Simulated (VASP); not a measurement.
## Zn: relaxation of cell and atoms with PBE

The system is Zn.

```
CELL_PARAMETERS angstrom
4.41305 0.00000 0.00000
-2.20652 3.82181 0.00000
0.00000 0.00000 2.80174
ATOMIC_POSITIONS crystal
Zn 0.00000 0.00000 0.00000
Zn 0.33333 0.66667 0.50000
Zn 0.66667 0.33333 0.50000
```

This isn't the form of Zn at room conditions, which is hcp.

```
Program                : VASP 6.6.1
Task                   : relaxation of cell and atoms
Functional             : PBE
Potentials or basis    : VASP PAW PBE potentials, release 64 (Zn)
Cutoff                 : 600 eV
k mesh                 : 8 × 8 × 11
Occupations            : fermi-dirac, width 0.1 eV
Spin                   : no spin polarisation
Target pressure        : -0.51 GPa
Dipole correction      : no
Further INCAR settings : ALGO = Normal; EDIFF = 1e-07; IBRION = 2; EDIFFG = -0.005; NSW = 32; ISIF = 3
```

| Item | Value |
| --- | --- |
| Relaxed volume | 15.79 Å³/atom |
| Relaxed cell | a = 4.417 Å, b = 4.417 Å, c = 2.803 Å, α = 90.00°, β = 90.00°, γ = 120.00° |
| Space group after relaxing (to 0.1 Å) | P6/mmm (No. 191) |
| Energy change on relaxing (the run minimises the enthalpy) | +0.1 meV/atom |
| Ionic steps | 2 |
| Pressure after relaxing | -0.5 GPa |
| Band gap on the k mesh | zero (bands 18 and 19 overlap by 4.79 eV) |

The path:
```
step  energy change (eV)  largest force (eV/Å)  pressure (GPa)  volume (Å³)
   1              0.0000                0.0000           -0.33        47.25
   2              0.0003                0.0000           -0.47        47.37
```

Final structure:
```
Zn
1.0
     4.41738    0.00000    0.00000
    -2.20869    3.82556    0.00000
     0.00000    0.00000    2.80338
Zn
3
Cartesian
  4.4174 0.0000 2.8034
  0.0000 2.5504 1.4017
  2.2087 1.2752 1.4017
```

Levels at points of the mesh, in eV from the Fermi level:
```
           k point  band 15  band 16  band 17  band 18  band 19  band 20  band 21  band 22
(0.00, 0.00, 0.00)    -6.96    -6.96     1.01     1.01     1.09     1.09     1.26     1.47
(0.50, 0.00, 0.00)    -6.91    -6.70    -6.49    -2.39    -0.72     8.73     8.86     9.11
```

It took 66 s on 1 thread of AMD EPYC 9R45 (Zen 5), on a shared host, peak memory 0.18 GiB.

Caveat: the cell is relaxed towards a set pressure, so the run minimises the enthalpy, not the energy.
